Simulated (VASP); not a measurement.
The system is BiTe.

```
Bi Te
1.0
     0.00000    3.25332    3.25332
     3.25332    0.00000    3.25332
     3.25332    3.25332    0.00000
Bi Te
1 1
Direct
  0.00000 0.00000 0.00000
  0.50000 0.50000 0.50000
```

Base run:

```yaml
Program: VASP 6.6.1
Functional: PBE
Potentials_or_basis: VASP PAW PBE potentials, release 64 (Bi_d, Te)
Cutoff: 520 eV
k_mesh: 10 × 10 × 10
Occupations: fermi-dirac, width 0.05 eV
Spin: no spin polarisation
```

Its results: pressure -0.1 GPa.

Question: The run is repeated on the same cell with these changes: spin from no spin polarisation to non-collinear spin, zero start, spin-orbit coupling; further incar settings from ALGO = Normal; EDIFF = 1e-07; NBANDS = 18 to ALGO = Normal; EDIFF = 1e-07; NBANDS = 33. What comes out?

Answer: Pressure 1.1 GPa; net moment 0.00 μB per cell.
